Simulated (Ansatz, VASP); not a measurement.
# BaTiO3 in VASP and in Ansatz

INCAR

```
ALGO     = Normal         # electronic algorithm
EDIFF    = 1E-8           # SCF threshold, eV
ENCUT    = 520            # plane-wave cutoff, eV
GGA      = PS             # functional
ISIF     = 2              # what is computed and relaxed
ISMEAR   = -1             # smearing method
LASPH    = True           # aspherical terms in the spheres
LCHARG   = False          # write CHGCAR
LEFG     = True         
LREAL    = False          # projectors in reciprocal space
LWAVE    = False          # write WAVECAR
NBANDS   = 28             # bands
NELM     = 60             # most SCF steps
PREC     = Accurate       # precision mode
SIGMA    = 0.08           # smearing width, eV
```

KPOINTS

```
k-points
0
Gamma
  7 7 7
```

POSCAR

```
BaTiO3
1.0
    4.0524349834      0.0000000000      0.0000000000
    0.0000000000      4.0524349834      0.0000000000
    0.0000000000      0.0000000000      4.0708744846
Ba Ti O
1 1 3
Direct
    0.0000000000      0.0000000000      0.0000000000
    0.5000000000      0.5000000000      0.4820000000
    0.5000000000      0.5000000000      0.0160000000
    0.5000000000      0.0000000000      0.5150000000
    0.0000000000      0.5000000000      0.5150000000
```

Input for Ansatz:

```yaml
crystal:
  lattice:
    - [4.0524349834, 0.0, 0.0]
    - [0.0, 4.0524349834, 0.0]
    - [0.0, 0.0, 4.0708744846]
  atoms:
    - { symbol: Ba, position: [0.0, 0.0, 0.0] }
    - { symbol: Ti, position: [0.5, 0.5, 0.482] }
    - { symbol: O, position: [0.5, 0.5, 0.016] }
    - { symbol: O, position: [0.5, 0.0, 0.515] }
    - { symbol: O, position: [0.0, 0.5, 0.515] }
kpoints:
  mp_grid: { grid: [7, 7, 7] }
scf:
  occupations: { method: fermi_dirac, width: 0.08 }
hamiltonian:
  xc: pbesol
  pseudopotentials: { kind: all_electron, datasets: crystal }
output:
  forces: true
  stress: true
  eigenvalues: true
  efg: { contact_densities: true }
```

Change from the starting cell: volume scaled by 1.04, crystal datasets.

Alike in both runs: task electric field gradients; functional PBEsol; k mesh 7 × 7 × 7; occupations fermi-dirac, width 0.08 eV; no spin polarisation.

|  | VASP | Ansatz |
| --- | --- | --- |
| version | VASP 6.6.1 | Ansatz 0.2.0 |
| potentials or method | VASP PAW PBE potentials, release 64 (Ba_sv, Ti_sv, O), cutoff 520 eV | all-electron PAW with datasets made for the crystal, scalar-relativistic |

Ansatz gave:

| Quantity | Value |
| --- | --- |
| pressure (GPa) | -9.4 |
| traceless stress, the component that is largest in VASP (GPa) | 0.81 |
| rms of the force components (eV/Å) | 0.197 |
| size of Vzz on the site where it differs most (V/Å²) | 1.9 |

Problem. Estimate VASP's values.

Solution. Pressure (GPa): -7.8; traceless stress, the component that is largest in VASP (GPa): 0.87; rms of the force components (eV/Å): 0.185; size of Vzz on the site where it differs most (V/Å²): 2.3.

VASP's potentials were made for PBE, not for PBEsol. Atom by atom the forces differ by 0.017 eV/Å (rms over components). Ansatz ran all-electron here, and VASP with PAW potentials.

Spin-orbit coupling is off throughout.
